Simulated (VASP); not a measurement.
Here is a VASP 6.6.1 calculation.

The input INCAR:

```
PREC     = Accurate       # precision mode
ENCUT    = 520            # plane-wave cutoff, eV
EDIFF    = 1E-6           # SCF threshold, eV
ISMEAR   = 0              # smearing method
SIGMA    = 0.01           # smearing width, eV
LREAL    = False          # projectors in reciprocal space
LASPH    = True           # aspherical terms in the spheres
NELM     = 100            # most SCF steps
ALGO     = Normal         # electronic algorithm
ISIF     = 2              # what is computed and relaxed
LWAVE    = False          # write WAVECAR
LCHARG   = False          # write CHGCAR
GGA      = PE             # functional
NBANDS   = 16             # bands
```

The input KPOINTS:

```
regular mesh
0
Gamma
  6 6 6
```

POSCAR

```
GaN
1.0
    0.0000000000      2.2489526240      2.3573521404
    2.2489526240      0.0000000000      2.3573521404
    2.2489526240      2.2489526240      0.0000000000
Ga N
1 1
Direct
    0.0000000000      0.0000000000      0.0000000000
    0.7500000000      0.7500000000      0.7500000000
```

Potentials or basis: VASP PAW PBE potentials, release 64 (Ga_d, N).

Run with:

```bash
$ cat potpaw_PBE.64/Ga_d/POTCAR potpaw_PBE.64/N/POTCAR > POTCAR
$ mpirun -np 1 vasp_std > vasp.out
```

Q: Predict the pressure.

A: -2.3 GPa.

Q: Estimate the band gap on the k mesh.

A: 1.37 eV, direct.

Stress tensor (GPa, compression positive):
```
-0.16  0.00  0.00
 0.00 -0.16  0.00
 0.00  0.00 -6.62
```

Caveat: the cell differs from its parent crystal (uniaxial z strain +4.8%).
